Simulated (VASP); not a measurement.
**FeS2: single point with PBE**

FeS2:

```xyz
6
Lattice="4.4389 0.0000 0.0000 0.0000 5.4098 0.0000 0.0000 0.0000 3.3893" Properties=species:S:1:pos:R:3 pbc="T T T"
Fe    0.0000    0.0000    0.0000
Fe    2.2195    2.7049    1.6947
S     0.9156    2.0297    0.0000
S     1.3038    4.7346    1.6947
S     3.5233    3.3801    0.0000
S     3.1351    0.6752    1.6947
```

| Quantity | Value |
| --- | --- |
| Program | VASP 6.6.1 |
| Task | single point |
| Functional | PBE |
| Potentials or basis | VASP PAW PBE potentials, release 64 (Fe, S) |
| Cutoff | 520 eV |
| k mesh | 6 × 4 × 8 |
| Occupations | gaussian, width 0.05 eV |
| Spin | no spin polarisation |
| Dipole correction | no |
| k mesh for the DOS | 9 × 6 × 12 |
| Occupations for the DOS | tetrahedron |
| Further INCAR settings | ALGO = Normal; EDIFF = 1e-06; NBANDS = 29 |

```json
{
  "Valence electrons inside the program's atomic spheres": "Fe 7.61; S 3.64"
}
```

Levels at points of the mesh, in eV from the valence-band top:
```csv
k point,band 17,band 18,band 19,band 20,band 21,band 22,band 23,band 24
"(0.00, 0.00, 0.00)",-0.93,-0.76,-0.74,-0.44,1.11,1.40,2.67,3.09
"(0.00, 0.50, 0.00)",-0.80,-0.80,-0.32,-0.32,1.09,1.09,2.45,2.45
"(0.00, 0.00, 0.50)",-0.87,-0.87,-0.42,-0.42,1.49,1.49,1.71,1.71
"(0.00, 0.50, 0.50)",-1.41,-1.41,-0.39,-0.39,0.86,0.86,2.29,2.29
```

It took 2.2 min on 1 thread of Intel(R) Xeon(R) 6975P-C (Granite Rapids) (shared host), peak memory 0.38 GiB.

Spin polarisation is off, so any magnetic state and its effect on volume and gap are missing.
